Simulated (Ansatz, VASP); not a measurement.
## RbCl in VASP and in Ansatz

INCAR

```
  PREC = Accurate
  ENCUT = 500
  EDIFF = 1E-7
  ISMEAR = -1
  SIGMA = 0.05
  LREAL = F
  LASPH = T
  NELM = 120
  ALGO = Normal
  ISIF = 3
  LWAVE = F
  LCHARG = F
  GGA = PE
  IBRION = 2
  NSW = 100
  EDIFFG = -0.005
  GGA_COMPAT = F
  NELMIN = 4
```

KPOINTS

```
Automatic mesh
0
Gamma
  10 10 10
```

File POSCAR:

```
RbCl
1.0
    0.0000000000      2.9102979194      2.9102979194
    2.9102979194      0.0000000000      2.9102979194
    2.9102979194      2.9102979194      0.0000000000
Rb Cl
1 1
Direct
    0.0000000000      0.0000000000      0.0000000000
    0.5000000000      0.5000000000      0.5000000000
```

Input for Ansatz:

```yaml
crystal:
  lattice:
    - [0.0, 2.9102979194, 2.9102979194]
    - [2.9102979194, 0.0, 2.9102979194]
    - [2.9102979194, 2.9102979194, 0.0]
  atoms:
    - { symbol: Rb, position: [0.0, 0.0, 0.0] }
    - { symbol: Cl, position: [0.5, 0.5, 0.5] }
kpoints:
  mp_grid: { grid: [10, 10, 10] }
scf:
  occupations: { method: fermi_dirac, width: 0.05 }
hamiltonian:
  xc: pbe
  pseudopotentials: { kind: paw }
output:
  forces: true
  stress: true
relax:
  f_tol: 0.005
  max_steps: 80
  cell: {}
```

Alike in both runs: task relaxation of cell and atoms; functional PBE; k mesh 10 × 10 × 10; occupations fermi-dirac, width 0.05 eV; no spin polarisation.

```csv
,VASP,Ansatz
version,VASP 6.6.1,Ansatz 0.2.0
potentials or method,"VASP PAW PBE potentials, release 64 (Rb_sv, Cl)","PAW with Ansatz's default frozen-core files, scalar-relativistic"
plane-wave cutoff (eV),500,420
valence electrons in the cell,16,16
```

|  | VASP | Ansatz | Ansatz less VASP |
| --- | --- | --- | --- |
| relaxed volume (Å³/atom) | 37.67 | 37.56 | -0.110 |
| relaxed length of the cell vector where the two differ most in proportion (Å) | 4.741 | 4.736 | -0.0046 |

Noted on VASP's run: the volume moved by over 15 % at a fixed basis, so the end points are rough.
